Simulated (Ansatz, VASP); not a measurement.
**Two plane-wave programs on InAgTe2**

```
CELL_PARAMETERS angstrom
-3.17747 3.17747 6.31524
3.17747 -3.17747 6.31524
3.17747 3.17747 -6.31524
ATOMIC_POSITIONS crystal
In 0.50000 0.50000 0.00000
In 0.25000 0.75000 0.50000
Ag 0.00000 0.00000 0.00000
Ag 0.75000 0.25000 0.50000
Te 0.37500 0.36487 0.48987
Te 0.63513 0.12500 0.01013
Te 0.87500 0.88513 0.51013
Te 0.11487 0.62500 0.98987
```

Alike in both runs: functional LDA; k mesh 8 × 8 × 8; occupations gaussian, width 0.1 eV; no spin polarisation.

Ansatz relaxed the structure, and its values are those at the end. VASP's run is a single point on that final structure, the one shown.

|  | VASP | Ansatz |
| --- | --- | --- |
| version | VASP 6.6.1 | Ansatz 0.2.0 |
| potentials or method | VASP PAW LDA potentials, release 64 (In_d, Ag, Te), cutoff 500 eV | scalar-relativistic, plane waves, PAW |
| valence electrons in the cell | 72 | 128 |

VASP gave:

- pressure (GPa): 0.1

Task: What did Ansatz give for the same quantities?

Result: Pressure (GPa): 0.0.

LDA's correlation is that of Perdew and Zunger in VASP and of Perdew and Wang (1992) in Ansatz. VASP's potentials hold 72 valence electrons a cell and Ansatz's 128, so a difference there can come from the potentials and not from the codes.

Neither program's run includes spin-orbit coupling.
